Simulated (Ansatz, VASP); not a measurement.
AlNi: VASP beside Ansatz

```
CELL_PARAMETERS angstrom
1.93869 -1.95319 0.00000
1.93869 1.95319 0.00000
0.00000 0.00000 3.09943
ATOMIC_POSITIONS crystal
Al 0.00000 0.00000 0.00000
Ni 0.50000 0.50000 0.50000
```

Alike in both runs: task single point; functional PBEsol; k mesh 4 × 4 × 4; occupations gaussian, width 0.1 eV; no spin polarisation.

|  | VASP | Ansatz |
| --- | --- | --- |
| version | VASP 6.6.1 | Ansatz 0.2.0 |
| potentials or method | VASP PAW PBE potentials, release 64 (Al, Ni), cutoff 520 eV | scalar-relativistic, plane waves, PAW |
| valence electrons in the cell | 13 | 21 |

```tsv
	VASP	Ansatz	Ansatz less VASP
gap on the k mesh at the Fermi level (eV)	none	none	-
pressure (GPa)	0.5	0.3	-0.24
traceless stress, the component that is largest in VASP (GPa)	-6.85	-6.75	+0.103
```

VASP's potentials were made for PBE, not for PBEsol. A gap of «none» marks a metal or a gap that the smearing closes. With one functional, cell and mesh, what is left measures potentials, basis and numerics. VASP's potentials hold 13 valence electrons a cell and Ansatz's 21, so a difference there can come from the potentials and not from the codes.

The k mesh is coarse, so the values compare programs but aren't converged.
